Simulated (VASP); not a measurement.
Input of a VASP 6.6.1 run:

The input INCAR:

```
  PREC = Accurate
  ENCUT = 520
  EDIFF = 1E-6
  ISMEAR = -1
  SIGMA = 0.1
  LREAL = F
  LASPH = T
  NELM = 80
  ALGO = Normal
  ISIF = 2
  LWAVE = F
  LCHARG = F
  GGA = PE
  NBANDS = 15
```

Contents of KPOINTS:

```
Automatic mesh
0
Gamma
  11 11 6
```

The input POSCAR:

```
Os
1.0
    2.8008115130      0.0000000000      0.0000000000
   -1.4004057565      2.4255738636      0.0000000000
    0.0000000000      0.0000000000      4.4250998474
Os
2
Direct
    0.3333333333      0.6666666667      0.2500000000
    0.6666666667      0.3333333333      0.7500000000
```

Potentials or basis: VASP PAW PBE potentials, release 64 (Os).

The run is started by

```bash
$ cat potpaw_PBE.64/Os/POTCAR > POTCAR
$ mpirun -np 1 vasp_std > vasp.out
```

**Question.** What does it give for the pressure?

**Answer.** -18.2 GPa.

**Question.** Estimate the band gap on the k mesh.

**Answer.** Zero (band 8 reaches 10.25 eV, above the bottom of band 9 at 6.79 eV).

Stress tensor (GPa, compression positive):
```
-17.80   0.00   0.00
  0.00 -17.80   0.00
  0.00   0.00 -19.13
```

Caveat: spin-orbit coupling is left out, which moves the levels of the heavy elements.
